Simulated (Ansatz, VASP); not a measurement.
This is a calculation of BAs for VASP 6.6.1.

Contents of INCAR:

```
PREC = Accurate
ENCUT = 520
EDIFF = 1E-6
ISMEAR = -1
SIGMA = 0.05
LREAL = False
LASPH = True
NELM = 80
ALGO = Normal
ISIF = 2
LWAVE = False
LCHARG = False
GGA = PE
NBANDS = 11
```

Contents of KPOINTS:

```
regular mesh
0
Gamma
  12 8 6
```

Contents of POSCAR:

```
BAs
1.0
    2.1555466108      0.0000000000      0.0000000000
    0.0000000000      3.2158317160      0.0000000000
    0.0000000000      0.0000000000      5.0161321275
B As
1 1
Direct
    0.0000000000      0.5000000000      0.0000000000
    0.5000000000      0.5000000000      0.5000000000
```

Potentials or basis: VASP PAW PBE potentials, release 64 (B, As).

Command:

```console
$ cat potpaw_PBE.64/B/POTCAR potpaw_PBE.64/As/POTCAR > POTCAR
$ mpirun -np 1 vasp_std > vasp.out
```

**Question.** Set up the same calculation for Ansatz 0.2.0. Potentials there: all-electron LAPW, scalar-relativistic.

**Answer.** As run (the cutoff follows the program's own potentials):

input.yaml

```yaml
crystal:
  lattice:
    - [2.1555466108, 0.0, 0.0]
    - [0.0, 3.215831716, 0.0]
    - [0.0, 0.0, 5.0161321275]
  atoms:
    - { symbol: B, position: [0.0, 0.5, 0.0] }
    - { symbol: As, position: [0.5, 0.5, 0.5] }
kpoints:
  mp_grid: { grid: [12, 8, 6] }
scf:
  occupations: { method: fermi_dirac, width: 0.05 }
hamiltonian:
  xc: pbe
  pseudopotentials: { kind: all_electron, lapw: { basis_error: 0.0005 } }
output:
  forces: true
  stress: true
  eigenvalues: true
```

Potentials or basis: all-electron LAPW, scalar-relativistic.

Launch:

```console
$ ansatz run input.yaml --threads 1 --pin off --max-ram 3072MiB --backend cpu --events-out ev --progress --plain --runs-dir out
```

Both were run:

|  | VASP | Ansatz | Ansatz less VASP |
| --- | --- | --- | --- |
| gap on the k mesh at the Fermi level (eV) | none | none | - |
| pressure (GPa) | 3.4 | 2.9 | -0.44 |
| traceless stress, the component that is largest in VASP (GPa) | 20.79 | 20.04 | -0.744 |

A gap of «none» marks a metal or a gap that the smearing closes. Ansatz ran all-electron here, and VASP with PAW potentials.
